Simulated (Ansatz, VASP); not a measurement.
# V: VASP beside Ansatz

```
V
1.0
     0.00000    1.89500    1.89500
     1.89500    0.00000    1.89500
     1.89500    1.89500    0.00000
V
1
Direct
  0.00000 0.00000 0.00000
```

Alike in both runs: task single point; functional PBE; k mesh 16 × 16 × 16; occupations fermi-dirac, width 0.05 eV; collinear spin.

```csv
,VASP,Ansatz
version,VASP 6.6.1,Ansatz 0.2.0
potentials or method,"VASP PAW PBE potentials, release 64 (V_sv), cutoff 520 eV","all-electron LAPW, non-relativistic"
```

```tsv
	VASP	Ansatz	Ansatz less VASP
pressure (GPa)	4.1	4.8	+0.64
net moment per atom (μB)	0.00	0.00	0.000
```

Ansatz ran all-electron here, and VASP with PAW potentials. Ansatz's warnings: seeded moment not kept.
